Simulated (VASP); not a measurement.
# SnO2 (I4_1/amd) in VASP: settings compared

SnO2 is run at these levels: PBE, LDA; tasks: single point.

All numbers are computed with VASP 6.6.1; they aren't measurements. Logs are shortened: lines on timing, memory, paths and dates and some standing lists are left out, and cuts for length are marked.

## Step 1: The cell of the first run

The structure is tetragonal, space group I4_1/amd (No. 141). The conventional cell has a = 3.999 Å, b = 3.999 Å, c = 10.203 Å, α = 90.00°, β = 90.00°, γ = 90.00°. Within 2.7 Å of Sn (site symmetry -4m2) lie 6 O at 2.05 to 2.08 Å. Within 2.7 Å of O (site symmetry 2mm) lie 3 Sn at 2.05 to 2.08 Å and 2 O at 2.56 Å.

## Step 2: Single point, PBE

Contents of INCAR:

```
SYSTEM = SnO2
PREC = Accurate ; ENCUT = 520
EDIFF = 1E-6 ; ISMEAR = -1
SIGMA = 0.02 ; LREAL = .FALSE.
LASPH = .TRUE. ; NELM = 80
ALGO = Normal ; ISIF = 2
LWAVE = .FALSE. ; LCHARG = .FALSE.
GGA = PE ; NBANDS = 35
```

Contents of KPOINTS:

```
regular mesh
0
G
  10 10 10
  0 0 0
```

Contents of POSCAR:

```
SnO2
1.0
   -1.9996342317      1.9996342317      5.1012714375
    1.9996342317     -1.9996342317      5.1012714375
    1.9996342317      1.9996342317     -5.1012714375
Sn O
2 4
Direct
    0.7500000000      0.2500000000      0.5000000000
    0.0000000000      0.0000000000      0.0000000000
    0.5463404713      0.0463404713      0.5000000000
    0.7963404713      0.7963404713      0.0000000000
    0.2036595287      0.2036595287      0.0000000000
    0.9536595287      0.4536595287      0.5000000000
```

Potentials or basis: VASP PAW PBE potentials, release 64 (Sn_d, O).

Command:

```bash
$ cat potpaw_PBE.64/Sn_d/POTCAR potpaw_PBE.64/O/POTCAR > POTCAR
$ mpirun -np 1 vasp_std > vasp.out
```

OUTCAR:

```text
SYSTEM = SnO2
   PREC = Accurate
   ENCUT = 520
   EDIFF = 1E-6
   ISMEAR = -1
   LREAL = .FALSE.
   LASPH = .TRUE.
   NELM = 80
   ISIF = 2
   GGA = PE

 ion  position               nearest neighbor table
   1  0.750  0.250  0.500-   4 2.05   5 2.05   4 2.05   5 2.05   3 2.08   6 2.08   2 3.24   2 3.24
                             2 3.24   2 3.24
   2  0.000  0.000  0.000-   3 2.05   6 2.05   3 2.05   6 2.05   5 2.08   4 2.08   1 3.24   1 3.24
                             1 3.24   1 3.24
   3  0.546  0.046  0.500-   2 2.05   2 2.05   1 2.08
   4  0.796  0.796  0.000-   1 2.05   1 2.05   2 2.08
   5  0.204  0.204  0.000-   1 2.05   1 2.05   2 2.08
   6  0.954  0.454  0.500-   2 2.05   2 2.05   1 2.08

  LATTYP: Found a body centered tetragonal cell.
 ALAT       =     3.9992684634
 C/A-ratio  =     2.5511022749

  Lattice vectors:

 A1 = (  -1.9996342317,   1.9996342317,   5.1012714375)
 A2 = (   1.9996342317,  -1.9996342317,   5.1012714375)
 A3 = (   1.9996342317,   1.9996342317,  -5.1012714375)

Analysis of symmetry for initial positions (statically):
=====================================================================
 Subroutine PRICEL returns:
 Original cell was already a primitive cell.

 Routine SETGRP: Setting up the symmetry group for a
 body centered tetragonal supercell.

 Subroutine GETGRP returns: Found 16 space group operations
 (whereof  8 operations were pure point group operations)
 out of a pool of 16 trial point group operations.

The static configuration has the point symmetry D_2d.
 The point group associated with its full space group is D_4h.

Analysis of symmetry for dynamics (positions and initial velocities):
=====================================================================
 Subroutine PRICEL returns:
 Original cell was already a primitive cell.

 Routine SETGRP: Setting up the symmetry group for a
 body centered tetragonal supercell.

 Subroutine GETGRP returns: Found 16 space group operations
 (whereof  8 operations were pure point group operations)
 out of a pool of 16 trial point group operations.

The dynamic configuration has the point symmetry D_2d.
 The point group associated with its full space group is D_4h.

 Subroutine INISYM returns: Found 16 space group operations
 (whereof  8 operations are pure point group operations),
 and found     1 'primitive' translations

----------------------------------------------------------------------------------------

                                     Primitive cell
[... 102 lines left out ...]
   NSW    =      0    number of steps for IOM
   IBRION =     -1    ionic relax: 0-MD 1-quasi-New 2-CG
   NFREE  =      0    steps in history (QN), initial steepest desc. (CG)
   ISIF   =      2    stress and relaxation
   ISYM   =      2    0-nonsym 1-usesym 2-fastsym
   POTIM  = 0.5000    time-step for ionic-motion
   TEBEG  =    0.0;   TEEND  =   0.0 temperature during run
   PSTRESS=    0.0 pullay stress
   NELECT =      52.0000    total number of electrons
   NUPDOWN=      -1.0000    fix difference up-down
   EMIN   =  10.00;   EMAX   =-10.00  energy-range for DOS
   EFERMI =   0.00;   METHOD = LEGACY
   ISMEAR =    -1;   SIGMA  =   0.02  broadening in eV -4-tet -1-fermi 0-gaus
   EFERMI_NEDOS =   21; number of points for ismear=-14 and -15
   IALGO  =     38    algorithm
   IMIX   =      4    mixing-type and parameters
     AMIX     =   0.40;   BMIX     =  1.00
     AMIX_MAG =   1.60;   BMIX_MAG =  1.00
  volume/ion in A,a.u.               =      13.60        91.77
  Fermi-wavevector in a.u.,A,eV,Ry     =   1.408844  2.662328 27.005389  1.984840
  Thomas-Fermi vector in A             =   2.530960
   LORBIT       =      0    0 simple, 1 ext, 2 COOP (PROOUT), +10 PAW based schemes
   GGA     = PE    functional components
   LHFCALC =     F    Hartree Fock is set to
   AEXX    =    0.0000 exact exchange contribution
   IVDW    =     0    specifies the selected vdW correction
   LEPSILON=     F    determine dielectric tensor
   LRPA    =     F    only Hartree local field effects (RPA)
 non-spin polarized calculation
  energy-cutoff  :      520.00
  volume of cell :       81.59
 maximum number of plane-waves:      2242
 NGX is ok and might be reduce to    48
   NGX = 21   NGY = 21   NGZ = 21

 number of electron      52.0000004 magnetization

 Free energy of the ion-electron system (eV)
  ---------------------------------------------------
  ext. energy  EPLUGINS =         0.00000000
  ---------------------------------------------------
  free energy    TOTEN  =       -36.88513218 eV

  energy without entropy =      -36.88513218  energy(sigma->0) =      -36.88513218

 E-fermi :   4.5956     XC(G=0): -10.3144

 val. band max:        4.0976233586   @ k =   0.3000   0.3000   0.2000
 cond. band min:       5.7974067645   @ k =   0.0000   0.0000   0.0000
 fundamental gap:      1.6997834060
 Fermi energy:         4.5956159282

 k-point     1 :       0.0000    0.0000    0.0000
  band No.  band energies     occupation
      1     -16.3165      2.00000
      2     -16.2914      2.00000
      3     -16.1548      2.00000
      4     -15.5813      2.00000
      5     -15.4802      2.00000
      6     -15.4802      2.00000
[... 901 lines left out ...]
     34      15.5051      0.00000
     35      16.8761      0.00000

 [... further k-points ...]

------------------------ aborting loop because EDIFF is reached ----------------------------------------

  FORCE on cell =-STRESS in cart. coord.  units (eV):
  Direction    XX          YY          ZZ          XY          YZ          ZX
  --------------------------------------------------------------------------------------
  -------------------------------------------------------------------------------------
  Total        3.6613403      3.6613403      3.9508605      0.0000000     -0.0000000      0.0000000
  in kB       71.8970603     71.8970603     77.5823133      0.0000000     -0.0000000      0.0000000
  external PRESSURE =      73.7921446 kB  Pullay stress =       0.0000000 kB

 VOLUME and BASIS-vectors are now :
 -----------------------------------------------------------------------------
  energy-cutoff  :      520.00
  volume of cell :       81.59
      direct lattice vectors                 reciprocal lattice vectors
    -1.999634232  1.999634232  5.101271438     0.000000000  0.250045729  0.098014780
     1.999634232 -1.999634232  5.101271438     0.250045729  0.000000000  0.098014780
     1.999634232  1.999634232 -5.101271438     0.250045729  0.250045729  0.000000000

 POSITION                                       TOTAL-FORCE (eV/Angst)
 -----------------------------------------------------------------------------------
      0.00000      1.99963      2.55064         0.000000      0.000000      0.000000
      0.00000      0.00000      0.00000         0.000000      0.000000      0.000000
      0.00000      1.99963      0.47279        -0.000000      0.000000     -0.119757
      0.00000      0.00000      8.12470         0.000000     -0.000000     -0.119757
      0.00000      0.00000      2.07785         0.000000     -0.000000      0.119757
      0.00000      1.99963      4.62848        -0.000000      0.000000      0.119757
 -----------------------------------------------------------------------------------
    total drift:                               -0.000000     -0.000000      0.000000

  FREE ENERGIE OF THE ION-ELECTRON SYSTEM (eV)
  ---------------------------------------------------
  free  energy   TOTEN  =       -36.8851321821 eV

  energy  without entropy=      -36.8851321821  energy(sigma->0) =      -36.88513218
```

It took 5.1 min on 1 thread of Intel Xeon Platinum 8559C (Emerald Rapids), shared host; peak memory 0.46 GiB.

Results:

* Free energy: -36.8851 eV
* Pressure: 7.4 GPa
* Largest force: 0.120 eV/Å
* Band gap on the k mesh: 1.70 eV (least direct gap 2.09 eV)

Forces on the atoms (eV/Å):
```
Sn   0.000  0.000  0.000
Sn   0.000  0.000  0.000
O    0.000  0.000 -0.120
O    0.000  0.000 -0.120
O    0.000  0.000  0.120
O    0.000  0.000  0.120
```

Caveat: the cell stands under pressure; spin-orbit coupling is left out, which moves the levels of the heavy elements.

## Step 3: Single point, LDA

Contents of INCAR:

```
SYSTEM = SnO2
ALGO = Normal
EDIFF = 1E-6
ENCUT = 520
ISIF = 2
ISMEAR = 0
LASPH = .True.
LCHARG = .False.
LREAL = .False.
LWAVE = .False.
NBANDS = 35
NELM = 80
PREC = Accurate
SIGMA = 0.01
```

Contents of KPOINTS:

```
k-points
0
Gamma
  10 10 10
  0 0 0
```

POSCAR is that of step 2.

Potentials or basis: VASP PAW LDA potentials, release 64 (Sn_d, O).

Command:

```bash
$ cat potpaw_LDA.64/Sn_d/POTCAR potpaw_LDA.64/O/POTCAR > POTCAR
$ mpirun -np 1 vasp_std > vasp.out
```

OUTCAR:

```text
SYSTEM = SnO2
   EDIFF = 1E-6
   ENCUT = 520
   ISIF = 2
   ISMEAR = 0
   LASPH = .True.
   LREAL = .False.
   NELM = 80
   PREC = Accurate

 ion  position               nearest neighbor table
   1  0.750  0.250  0.500-   4 2.05   5 2.05   4 2.05   5 2.05   3 2.08   6 2.08   2 3.24   2 3.24
                             2 3.24   2 3.24
   2  0.000  0.000  0.000-   3 2.05   6 2.05   3 2.05   6 2.05   5 2.08   4 2.08   1 3.24   1 3.24
                             1 3.24   1 3.24
   3  0.546  0.046  0.500-   2 2.05   2 2.05   1 2.08
   4  0.796  0.796  0.000-   1 2.05   1 2.05   2 2.08
   5  0.204  0.204  0.000-   1 2.05   1 2.05   2 2.08
   6  0.954  0.454  0.500-   2 2.05   2 2.05   1 2.08

  LATTYP: Found a body centered tetragonal cell.
 ALAT       =     3.9992684634
 C/A-ratio  =     2.5511022749

  Lattice vectors:

 A1 = (  -1.9996342317,   1.9996342317,   5.1012714375)
 A2 = (   1.9996342317,  -1.9996342317,   5.1012714375)
 A3 = (   1.9996342317,   1.9996342317,  -5.1012714375)

Analysis of symmetry for initial positions (statically):
=====================================================================
 Subroutine PRICEL returns:
 Original cell was already a primitive cell.

 Routine SETGRP: Setting up the symmetry group for a
 body centered tetragonal supercell.

 Subroutine GETGRP returns: Found 16 space group operations
 (whereof  8 operations were pure point group operations)
 out of a pool of 16 trial point group operations.

The static configuration has the point symmetry D_2d.
 The point group associated with its full space group is D_4h.

Analysis of symmetry for dynamics (positions and initial velocities):
=====================================================================
 Subroutine PRICEL returns:
 Original cell was already a primitive cell.

 Routine SETGRP: Setting up the symmetry group for a
 body centered tetragonal supercell.

 Subroutine GETGRP returns: Found 16 space group operations
 (whereof  8 operations were pure point group operations)
 out of a pool of 16 trial point group operations.

The dynamic configuration has the point symmetry D_2d.
 The point group associated with its full space group is D_4h.

 Subroutine INISYM returns: Found 16 space group operations
 (whereof  8 operations are pure point group operations),
 and found     1 'primitive' translations

----------------------------------------------------------------------------------------

                                     Primitive cell

  volume of cell :      81.5905

  direct lattice vectors                    reciprocal lattice vectors
    -1.999634232  1.999634232  5.101271438     0.000000000  0.250045729  0.098014780
     1.999634232 -1.999634232  5.101271438     0.250045729  0.000000000  0.098014780
     1.999634232  1.999634232 -5.101271438     0.250045729  0.250045729  0.000000000

  length of vectors
     5.832670435  5.832670435  5.832670435     0.268569849  0.268569849  0.353618062

  position of ions in fractional coordinates (direct lattice)
     0.750000000  0.250000000  0.500000000
     0.000000000  0.000000000  0.000000000
     0.546340471  0.046340471  0.500000000
     0.796340471  0.796340471  0.000000000
     0.203659529  0.203659529  0.000000000
[... 40 lines left out ...]
  0.100000  0.000000  0.000000      8.000000
  0.200000  0.000000  0.000000      8.000000
  0.300000  0.000000 -0.000000      8.000000
  0.400000  0.000000  0.000000      8.000000
  0.500000  0.000000 -0.000000      4.000000
[... 16 lines left out ...]
  0.300000  0.300000 -0.000000      8.000000
  0.400000  0.300000 -0.000000     16.000000
 [... further k-points ...]
   k-points           NKPTS =    102   k-points in BZ     NKDIM =    102   number of bands    NBANDS=     35
   number of dos      NEDOS =    301   number of ions     NIONS =      6
   total plane-waves  NPLWV = 110592
   dimension x,y,z NGX =    48 NGY =   48 NGZ =   48
   dimension x,y,z NGXF=    96 NGYF=   96 NGZF=   96
   ions per type =               2   4
   NGX,Y,Z   is equivalent  to a cutoff of  13.68, 13.68, 13.68 a.u.
   NGXF,Y,Z  is equivalent  to a cutoff of  27.36, 27.36, 27.36 a.u.
 SYSTEM =  SnO2
   PREC   = accura    normal or accurate (medium, high low for compatibility)
   ISTART =      0    job   : 0-new  1-cont  2-samecut
   ICHARG =      2    charge: 1-file 2-atom 10-const
   ISPIN  =      1    spin polarized calculation?
   LNONCOLLINEAR =      F non collinear calculations
   LSORBIT =      F    spin-orbit coupling
   LASPH  =      T    aspherical Exc in radial PAW
   ENCUT  =  520.0 eV  38.22 Ry    6.18 a.u.  10.84 10.84 10.84*2*pi/ulx,y,z
   NELM   =     80;   NELMIN=  2; NELMDL= -5     # of ELM steps
   EDIFF  = 0.1E-05   stopping-criterion for ELM
   LREAL  =      F    real-space projection
   EDIFFG = 0.1E-04   stopping-criterion for IOM
   NSW    =      0    number of steps for IOM
   IBRION =     -1    ionic relax: 0-MD 1-quasi-New 2-CG
   NFREE  =      0    steps in history (QN), initial steepest desc. (CG)
   ISIF   =      2    stress and relaxation
   ISYM   =      2    0-nonsym 1-usesym 2-fastsym
   POTIM  = 0.5000    time-step for ionic-motion
   TEBEG  =    0.0;   TEEND  =   0.0 temperature during run
   PSTRESS=    0.0 pullay stress
   NELECT =      52.0000    total number of electrons
   NUPDOWN=      -1.0000    fix difference up-down
   EMIN   =  10.00;   EMAX   =-10.00  energy-range for DOS
   EFERMI =   0.00;   METHOD = LEGACY
   ISMEAR =     0;   SIGMA  =   0.01  broadening in eV -4-tet -1-fermi 0-gaus
   EFERMI_NEDOS =   21; number of points for ismear=-14 and -15
   IALGO  =     38    algorithm
   IMIX   =      4    mixing-type and parameters
     AMIX     =   0.40;   BMIX     =  1.00
     AMIX_MAG =   1.60;   BMIX_MAG =  1.00
  volume/ion in A,a.u.               =      13.60        91.77
  Fermi-wavevector in a.u.,A,eV,Ry     =   1.408844  2.662328 27.005389  1.984840
  Thomas-Fermi vector in A             =   2.530960
   LORBIT       =      0    0 simple, 1 ext, 2 COOP (PROOUT), +10 PAW based schemes
   GGA     = CA    functional components
   LHFCALC =     F    Hartree Fock is set to
   AEXX    =    0.0000 exact exchange contribution
   IVDW    =     0    specifies the selected vdW correction
   LEPSILON=     F    determine dielectric tensor
   LRPA    =     F    only Hartree local field effects (RPA)
 non-spin polarized calculation
 Gauss-broadening in eV      SIGMA  =   0.01
  energy-cutoff  :      520.00
  volume of cell :       81.59
 maximum number of plane-waves:      2242
 NGX is ok and might be reduce to    48
   NGX = 21   NGY = 21   NGZ = 21

 number of electron      52.0000004 magnetization

 Free energy of the ion-electron system (eV)
  ---------------------------------------------------
  ext. energy  EPLUGINS =         0.00000000
  ---------------------------------------------------
  free energy    TOTEN  =       -41.73044269 eV

  energy without entropy =      -41.73044269  energy(sigma->0) =      -41.73044269

 E-fermi :   3.9143     XC(G=0): -10.8925

 val. band max:        3.7958455179   @ k =  -0.4000   0.4000   0.0000
 cond. band min:       5.3776793957   @ k =   0.0000   0.0000   0.0000
 fundamental gap:      1.5818338778
 Fermi energy:         3.9142811733

 k-point     1 :       0.0000    0.0000    0.0000
  band No.  band energies     occupation
      1     -16.5101      2.00000
      2     -16.4819      2.00000
      3     -16.3479      2.00000
      4     -15.8040      2.00000
      5     -15.6961      2.00000
      6     -15.6961      2.00000
[... 901 lines left out ...]
     34      14.8845      0.00000
     35      16.2253      0.00000

 [... further k-points ...]

------------------------ aborting loop because EDIFF is reached ----------------------------------------

  FORCE on cell =-STRESS in cart. coord.  units (eV):
  Direction    XX          YY          ZZ          XY          YZ          ZX
  --------------------------------------------------------------------------------------
  -------------------------------------------------------------------------------------
  Total       -1.0927380     -1.0927380     -1.1727705      0.0000000      0.0000000      0.0000000
  in kB      -21.4578934    -21.4578934    -23.0294761      0.0000000      0.0000000      0.0000000
  external PRESSURE =     -21.9817543 kB  Pullay stress =       0.0000000 kB

 VOLUME and BASIS-vectors are now :
 -----------------------------------------------------------------------------
  energy-cutoff  :      520.00
  volume of cell :       81.59
      direct lattice vectors                 reciprocal lattice vectors
    -1.999634232  1.999634232  5.101271438     0.000000000  0.250045729  0.098014780
     1.999634232 -1.999634232  5.101271438     0.250045729  0.000000000  0.098014780
     1.999634232  1.999634232 -5.101271438     0.250045729  0.250045729  0.000000000

 POSITION                                       TOTAL-FORCE (eV/Angst)
 -----------------------------------------------------------------------------------
      0.00000      1.99963      2.55064         0.000000      0.000000     -0.000000
      0.00000      0.00000      0.00000         0.000000      0.000000     -0.000000
      0.00000      1.99963      0.47279         0.000000     -0.000000      0.109447
      0.00000      0.00000      8.12470        -0.000000      0.000000      0.109447
      0.00000      0.00000      2.07785        -0.000000      0.000000     -0.109447
      0.00000      1.99963      4.62848         0.000000     -0.000000     -0.109447
 -----------------------------------------------------------------------------------
    total drift:                               -0.000000     -0.000000      0.000000

  FREE ENERGIE OF THE ION-ELECTRON SYSTEM (eV)
  ---------------------------------------------------
  free  energy   TOTEN  =       -41.7304426884 eV

  energy  without entropy=      -41.7304426884  energy(sigma->0) =      -41.73044269
```

Run time: 4.3 min. Hardware: 1 thread of Intel Xeon Platinum 8559C (Emerald Rapids), shared host; peak memory 0.4 GiB.

Results:

| Property | Result |
| --- | --- |
| Free energy | -41.7304 eV |
| Pressure | -2.2 GPa |
| Largest force | 0.109 eV/Å |
| Band gap on the k mesh | 1.58 eV (least direct gap 1.98 eV) |

Forces on the atoms (eV/Å):
```
Sn   0.000  0.000  0.000
Sn   0.000  0.000  0.000
O    0.000  0.000  0.109
O    0.000  0.000  0.109
O    0.000  0.000 -0.109
O    0.000  0.000 -0.109
```

Stress tensor (GPa, compression positive):
```
-2.15  0.00  0.00
 0.00 -2.15  0.00
 0.00  0.00 -2.30
```

Caveat: spin-orbit coupling is left out, which moves the levels of the heavy elements. A k mesh can miss the band edges.
